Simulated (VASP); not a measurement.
Set up this calculation in VASP 6.6.1, as the native input.

- Task: single point
- Functional: PBE
- Potentials or basis: VASP PAW PBE potentials, release 64 (Pb_d, O)
- Cutoff: 520 eV
- k mesh: 8 × 8 × 6
- Occupations: gaussian, width 0.02 eV
- Spin: no spin polarisation
- Dipole correction: no
- Further INCAR settings: ALGO = Normal; EDIFF = 1e-07; NBANDS = 28

The structure of PbO lies in POSCAR:

```
PbO
1.0
    4.0483880769      0.0000000000      0.0000000000
    0.0000000000      4.0483880769      0.0000000000
    0.0000000000      0.0000000000      5.4514924327
Pb O
2 2
Direct
    0.0000000000      0.5000000000      0.2185112157
    0.5000000000      0.0000000000      0.7814887843
    0.0000000000      0.0000000000      0.0000000000
    0.5000000000      0.5000000000      0.0000000000
```

This cell differs from its parent crystal: volume scaled by 0.97, then relaxed in part.

The input as run:

INCAR

```
SYSTEM = PbO
ALGO = Normal
EDIFF = 1E-7
ENCUT = 520
GGA = PE
ISIF = 2
ISMEAR = 0
LASPH = .TRUE.
LCHARG = .FALSE.
LREAL = .FALSE.
LWAVE = .FALSE.
NBANDS = 28
NELM = 100
PREC = Accurate
SIGMA = 0.02
```

KPOINTS

```
k-points
0
G
  8 8 6
  0 0 0
```

Potentials or basis: VASP PAW PBE potentials, release 64 (Pb_d, O).

Launch:

```sh
$ cat potpaw_PBE.64/Pb_d/POTCAR potpaw_PBE.64/O/POTCAR > POTCAR
$ mpirun -np 1 vasp_std > vasp.out
```

It gave:

* Pressure: 0.4 GPa
* Largest force: 0.038 eV/Å
* Band gap on the k mesh: 1.67 eV, indirect (least direct gap 1.98 eV)

Caveat: spin-orbit coupling is left out, which moves the levels of the heavy elements.

Run time: 120 s on 1 thread of Intel(R) Xeon(R) Platinum 8259CL CPU @ 2.50GHz (Skylake/Cascade Lake) (shared host), peak memory 0.26 GiB.
